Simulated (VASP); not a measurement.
A run of VASP 6.6.1:

File INCAR:

```
SYSTEM = Hg
  PREC = Accurate
  ENCUT = 520
  EDIFF = 1E-6
  ISMEAR = 1
  SIGMA = 0.2
  LREAL = .False.
  LASPH = .True.
  NELM = 60
  ALGO = Normal
  ISIF = 2
  LWAVE = .False.
  LCHARG = .True.
  GGA = PS
  LELF = .True.
  LVHAR = .True.
  NBANDS = 32
```

File KPOINTS:

```
regular mesh
0
Gamma
  9 9 3
  0 0 0
```

The input POSCAR:

```
Hg
1.0
    3.4419410000      0.0000000000      0.0000000000
   -1.7209705000      2.9808083443      0.0000000000
    0.0000000000      0.0000000000     11.0623310000
Hg
4
Direct
    0.0000000000      0.0000000000      0.0000000000
    0.0000000000      0.0000000000      0.5000000000
    0.3333333333      0.6666666667      0.2500000000
    0.6666666667      0.3333333333      0.7500000000
```

Potentials or basis: VASP PAW PBE potentials, release 64 (Hg).

The run is started by

```console
$ cat potpaw_PBE.64/Hg/POTCAR > POTCAR
$ mpirun -np 1 vasp_std > vasp.out
```

Hardware: 1 thread of Intel(R) Xeon(R) Platinum 8488C (Sapphire Rapids), with other jobs on the host.

Q: Estimate the wall time of this run.

A: It took 46 s on 1 thread of Intel(R) Xeon(R) Platinum 8488C (Sapphire Rapids), on a shared host, peak memory 0.27 GiB. Counts: scf iterations 11, k points 24.
